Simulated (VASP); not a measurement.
# Na (Im-3m) in VASP: further runs

The runs below take Na through single point, with LDA, PBE.

Everything below comes from runs of VASP 6.6.1. Logs are shortened: lines on timing, memory, paths and dates and some standing lists are left out, and cuts for length are marked.

### 1 The cell of the first run

Symmetry: Im-3m, No. 229, cubic system. The conventional cell has a = 4.310 Å, b = 4.310 Å, c = 4.310 Å, α = 90.00°, β = 90.00°, γ = 90.00°. Na (site symmetry m-3m) has 14 Na at 3.73 to 4.31 Å within 4.9 Å.

### 2 Single point, LDA

INCAR reads:

```
SYSTEM = Na
PREC = Accurate
ENCUT = 520
EDIFF = 1E-7
ISMEAR = -1
SIGMA = 0.05
LREAL = .False.
LASPH = .True.
NELM = 60
ALGO = Normal
ISIF = 2
LWAVE = .False.
LCHARG = .False.
NBANDS = 10
```

KPOINTS reads:

```
Automatic mesh
0
Gamma
  9 9 9
  0 0 0
```

POSCAR reads:

```
Na
1.0
   -2.1551792212      2.1551792212      2.1551792212
    2.1551792212     -2.1551792212      2.1551792212
    2.1551792212      2.1551792212     -2.1551792212
Na
1
Direct
    0.0000000000      0.0000000000      0.0000000000
```

Potentials or basis: VASP PAW LDA potentials, release 64 (Na_pv).

Run with:

```
cat potpaw_LDA.64/Na_pv/POTCAR > POTCAR
mpirun -np 1 vasp_std > vasp.out
```

OUTCAR:

```text
SYSTEM = Na
   PREC = Accurate
   ENCUT = 520
   EDIFF = 1E-7
   ISMEAR = -1
   LREAL = .False.
   LASPH = .True.
   NELM = 60
   ISIF = 2

 ion  position               nearest neighbor table
   1  0.000  0.000  0.000-

  LATTYP: Found a body centered cubic cell.
 ALAT       =     4.3103584424

  Lattice vectors:

 A1 = (  -2.1551792212,   2.1551792212,   2.1551792212)
 A2 = (   2.1551792212,  -2.1551792212,   2.1551792212)
 A3 = (   2.1551792212,   2.1551792212,  -2.1551792212)

Analysis of symmetry for initial positions (statically):
=====================================================================
 Subroutine PRICEL returns:
 Original cell was already a primitive cell.

 Routine SETGRP: Setting up the symmetry group for a
 body centered cubic supercell.

 Subroutine GETGRP returns: Found 48 space group operations
[... 9 lines left out ...]

 Routine SETGRP: Setting up the symmetry group for a
 body centered cubic supercell.

 Subroutine GETGRP returns: Found 48 space group operations
[... 11 lines left out ...]
                                     Primitive cell

  volume of cell :      40.0415

  direct lattice vectors                    reciprocal lattice vectors
    -2.155179221  2.155179221  2.155179221     0.000000000  0.231999267  0.231999267
     2.155179221 -2.155179221  2.155179221     0.231999267  0.000000000  0.231999267
     2.155179221  2.155179221 -2.155179221     0.231999267  0.231999267  0.000000000

  length of vectors
     3.732879911  3.732879911  3.732879911     0.328096510  0.328096510  0.328096510

  position of ions in fractional coordinates (direct lattice)
     0.000000000  0.000000000  0.000000000

  ion indices of the primitive-cell ions
   primitive index   ion index
                 1           1

----------------------------------------------------------------------------------------

 KPOINTS: Automatic mesh

Automatic generation of k-mesh.
 Grid dimensions read from file:
 generate k-points for:    9    9    9

 Generating k-lattice:

  Cartesian coordinates                     Fractional coordinates (reciprocal lattice)
     0.000000000  0.025777696  0.025777696     0.111111111  0.000000000  0.000000000
     0.025777696  0.000000000  0.025777696     0.000000000  0.111111111  0.000000000
     0.025777696  0.025777696  0.000000000     0.000000000  0.000000000  0.111111111

[... 49 lines left out ...]
   ICHARG =      2    charge: 1-file 2-atom 10-const
   ISPIN  =      1    spin polarized calculation?
   LNONCOLLINEAR =      F non collinear calculations
   LSORBIT =      F    spin-orbit coupling
   LASPH  =      T    aspherical Exc in radial PAW
   ENCUT  =  520.0 eV  38.22 Ry    6.18 a.u.   6.94  6.94  6.94*2*pi/ulx,y,z
   NELM   =     60;   NELMIN=  2; NELMDL= -5     # of ELM steps
   EDIFF  = 0.1E-06   stopping-criterion for ELM
   LREAL  =      F    real-space projection
   EDIFFG = 0.1E-05   stopping-criterion for IOM
   NSW    =      0    number of steps for IOM
   IBRION =     -1    ionic relax: 0-MD 1-quasi-New 2-CG
   NFREE  =      0    steps in history (QN), initial steepest desc. (CG)
   ISIF   =      2    stress and relaxation
   ISYM   =      2    0-nonsym 1-usesym 2-fastsym
   POTIM  = 0.5000    time-step for ionic-motion
   TEBEG  =    0.0;   TEEND  =   0.0 temperature during run
   PSTRESS=    0.0 pullay stress
   NELECT =       7.0000    total number of electrons
   NUPDOWN=      -1.0000    fix difference up-down
   EMIN   =  10.00;   EMAX   =-10.00  energy-range for DOS
   EFERMI =   0.00;   METHOD = LEGACY
   ISMEAR =    -1;   SIGMA  =   0.05  broadening in eV -4-tet -1-fermi 0-gaus
   EFERMI_NEDOS =   21; number of points for ismear=-14 and -15
   IALGO  =     38    algorithm
   IMIX   =      4    mixing-type and parameters
     AMIX     =   0.40;   BMIX     =  1.00
     AMIX_MAG =   1.60;   BMIX_MAG =  1.00
  volume/ion in A,a.u.               =      40.04       270.21
  Fermi-wavevector in a.u.,A,eV,Ry     =   0.915386  1.729828 11.400743  0.837931
  Thomas-Fermi vector in A             =   2.040121
   LORBIT       =      0    0 simple, 1 ext, 2 COOP (PROOUT), +10 PAW based schemes
   GGA     = CA    functional components
   LHFCALC =     F    Hartree Fock is set to
   AEXX    =    0.0000 exact exchange contribution
   IVDW    =     0    specifies the selected vdW correction
   LEPSILON=     F    determine dielectric tensor
   LRPA    =     F    only Hartree local field effects (RPA)
 non-spin polarized calculation
  energy-cutoff  :      520.00
  volume of cell :       40.04
 maximum number of plane-waves:      1100
   NGX = 13   NGY = 13   NGZ = 13

 number of electron       7.0000009 magnetization

 Free energy of the ion-electron system (eV)
  ---------------------------------------------------
  ext. energy  EPLUGINS =         0.00000000
  ---------------------------------------------------
  free energy    TOTEN  =        -1.43136445 eV

  energy without entropy =       -1.42807313  energy(sigma->0) =       -1.42971879

 E-fermi :  -0.0585     XC(G=0):  -6.5165

 val. band max:       -0.1542209107   @ k =  -0.3333   0.4444   0.1111
 cond. band min:       0.0379582794   @ k =   0.4444   0.0000   0.0000
 fundamental gap:      0.1921791901
 Fermi energy:        -0.0584525266

 k-point     1 :       0.0000    0.0000    0.0000
  band No.  band energies     occupation
      1     -25.0558      2.00000
      2     -25.0558      2.00000
      3     -25.0558      2.00000
      4      -3.1674      2.00000
      5      11.1179      0.00000
      6      11.1179      0.00000
      7      11.1179      0.00000
      8      12.1681      0.00000
      9      12.1681      0.00000
     10      12.5901      0.00000
[... 287 lines left out ...]
 k-point    24 :      -0.4444   -0.4444    0.1111
  band No.  band energies     occupation
      1     -25.0806      2.00000
      2     -25.0693      2.00000
      3     -25.0602      2.00000
      4       1.2246      0.00000
      5       1.5998      0.00000
      6       4.9025      0.00000
      7       8.3477      0.00000
      8       9.9390      0.00000
      9      11.3618      0.00000
     10      12.0597      0.00000

 [... further k-points ...]
[... 5 lines left out ...]
  --------------------------------------------------------------------------------------
  -------------------------------------------------------------------------------------
  Total       -0.3066445     -0.3066445     -0.3066445      0.0000000      0.0000000     -0.0000000
  in kB      -12.2697470    -12.2697470    -12.2697470      0.0000000      0.0000000     -0.0000000
  external PRESSURE =     -12.2697470 kB  Pullay stress =       0.0000000 kB

 VOLUME and BASIS-vectors are now :
 -----------------------------------------------------------------------------
  energy-cutoff  :      520.00
  volume of cell :       40.04
      direct lattice vectors                 reciprocal lattice vectors
    -2.155179221  2.155179221  2.155179221     0.000000000  0.231999267  0.231999267
     2.155179221 -2.155179221  2.155179221     0.231999267  0.000000000  0.231999267
     2.155179221  2.155179221 -2.155179221     0.231999267  0.231999267  0.000000000

 POSITION                                       TOTAL-FORCE (eV/Angst)
 -----------------------------------------------------------------------------------
      0.00000      0.00000      0.00000        -0.000000      0.000000     -0.000000
 -----------------------------------------------------------------------------------
    total drift:                                0.000000     -0.000000     -0.000000

  FREE ENERGIE OF THE ION-ELECTRON SYSTEM (eV)
  ---------------------------------------------------
  free  energy   TOTEN  =        -1.4313644529 eV

  energy  without entropy=       -1.4280731268  energy(sigma->0) =       -1.42971879
```

OSZICAR:

```text
N       E                     dE             d eps       ncg     rms          rms(c)
DAV:   1     0.276841806243E+02    0.27684E+02   -0.36867E+03   700   0.555E+02
DAV:   2    -0.856905781553E+00   -0.28541E+02   -0.28425E+02   708   0.143E+02
DAV:   3    -0.142776408950E+01   -0.57086E+00   -0.57046E+00   876   0.233E+01
DAV:   4    -0.143238729103E+01   -0.46232E-02   -0.46228E-02   854   0.199E+00
DAV:   5    -0.143244969309E+01   -0.62402E-04   -0.62402E-04   798   0.226E-01    0.193E-01
DAV:   6    -0.143171511291E+01    0.73458E-03   -0.76020E-04   830   0.351E-01    0.128E-01
DAV:   7    -0.143138049191E+01    0.33462E-03   -0.12325E-03   788   0.369E-01    0.207E-02
DAV:   8    -0.143136403859E+01    0.16453E-04   -0.95828E-05   888   0.157E-01    0.291E-03
DAV:   9    -0.143136438447E+01   -0.34588E-06   -0.39896E-07   812   0.589E-03    0.112E-03
DAV:  10    -0.143136445288E+01   -0.68409E-07   -0.59359E-08   800   0.110E-03
   1 F= -.14313645E+01 E0= -.14297188E+01  d E =-.329133E-02
```

Wall time 3.5 s (1 thread of Intel Xeon 6975P-C (Granite Rapids), shared host); peak memory 0.13 GiB.

What came out:

```
Free energy : -1.4314 eV
Pressure    : -1.2 GPa
```

### 3 Single point, PBE

This run uses another cell than the first one, of 38.47 Å³/atom, 0.961 times its volume.

INCAR reads:

```
PREC     = Accurate       # precision mode
ENCUT    = 520            # plane-wave cutoff, eV
EDIFF    = 1E-7           # SCF threshold, eV
ISMEAR   = -1             # smearing method
SIGMA    = 0.05           # smearing width, eV
LREAL    = F              # projectors in reciprocal space
LASPH    = T              # aspherical terms in the spheres
NELM     = 100            # most SCF steps
ALGO     = Normal         # electronic algorithm
ISIF     = 2              # what is computed and relaxed
LWAVE    = F              # write WAVECAR
LCHARG   = F              # write CHGCAR
GGA      = PE             # functional
NBANDS   = 10             # bands
```

KPOINTS reads:

```
Automatic mesh
0
Gamma
  9 9 9
```

POSCAR reads:

```
Na
1.0
   -2.1266304395      2.1266304395      2.1266304395
    2.1266304395     -2.1266304395      2.1266304395
    2.1266304395      2.1266304395     -2.1266304395
Na
1
Direct
    0.0000000000      0.0000000000      0.0000000000
```

Potentials or basis: VASP PAW PBE potentials, release 64 (Na_pv).

Run with:

```
cat potpaw_PBE.64/Na_pv/POTCAR > POTCAR
mpirun -np 1 vasp_std > vasp.out
```

Run time: 3.9 s. Hardware: 1 thread of Intel Xeon 6975P-C (Granite Rapids), shared host; peak memory 0.14 GiB.

The run converged. Its results:

```yaml
Free_energy: -1.3163 eV
Pressure: -0.3 GPa
```

Levels at points of the mesh, in eV from the Fermi level:
```tsv
k point	band 1	band 2	band 3	band 4	band 5	band 6	band 7
(0.00, 0.00, 0.00)	-24.92	-24.92	-24.92	-3.19	11.51	11.51	11.51
```

### 4 Single point, PBE

This run uses another cell than the first one, of 39.26 Å³/atom, 0.980 times its volume.

INCAR reads:

```
SYSTEM = Na
PREC     = Accurate       ! precision mode
ENCUT    = 520            ! plane-wave cutoff, eV
EDIFF    = 1E-6           ! SCF threshold, eV
ISMEAR   = -1             ! smearing method
SIGMA    = 0.05           ! smearing width, eV
LREAL    = .FALSE.        ! projectors in reciprocal space
LASPH    = .TRUE.         ! aspherical terms in the spheres
NELM     = 100            ! most SCF steps
ALGO     = Normal         ! electronic algorithm
ISIF     = 2              ! what is computed and relaxed
LWAVE    = .FALSE.        ! write WAVECAR
LCHARG   = .FALSE.        ! write CHGCAR
GGA      = PE             ! functional
NBANDS   = 10             ! bands
```

KPOINTS reads:

```
regular mesh
0
G
  9 9 9
  0 0 0
```

POSCAR reads:

```
Na
1.0
   -2.1410000000      2.1410000000      2.1410000000
    2.1410000000     -2.1410000000      2.1410000000
    2.1410000000      2.1410000000     -2.1410000000
Na
1
Direct
    0.0000000000      0.0000000000      0.0000000000
```

Run with:

```
cat potpaw_PBE.64/Na_pv/POTCAR > POTCAR
mpirun -np 1 vasp_std > vasp.out
```

It took 3.4 s on 1 thread of Intel Xeon 6975P-C (Granite Rapids), shared host; peak memory 0.15 GiB.

The run converged. Its results:

- Free energy: -1.3146 eV
- Pressure: -0.5 GPa

Levels at points of the mesh, in eV from the Fermi level:
```
           k point  band 1  band 2  band 3  band 4  band 5  band 6
(0.00, 0.00, 0.00)  -24.94  -24.94  -24.94   -3.15   11.38   11.38
```

### 5 The runs side by side

| level | potentials or basis | cell | gap on the mesh (eV) | pressure (GPa) |
| --- | --- | --- | --- | --- |
| LDA | VASP PAW LDA potentials, release 64 (Na_pv) | a = 3.733 Å, angles 109.5°, 1 atom | none | -1.2 |
| PBE | VASP PAW PBE potentials, release 64 (Na_pv) | a = 3.683 Å, angles 109.5°, 1 atom | none | -0.3 |
| PBE | VASP PAW PBE potentials, release 64 (Na_pv) | a = 3.708 Å, angles 109.5°, 1 atom | none | -0.5 |

Alike in all rows: task single point; no spin polarisation; k mesh 9 × 9 × 9; cutoff (eV) 520; smearing fermi-dirac 0.05 eV.

Absolute energies hang on the potentials; compare differences alone.
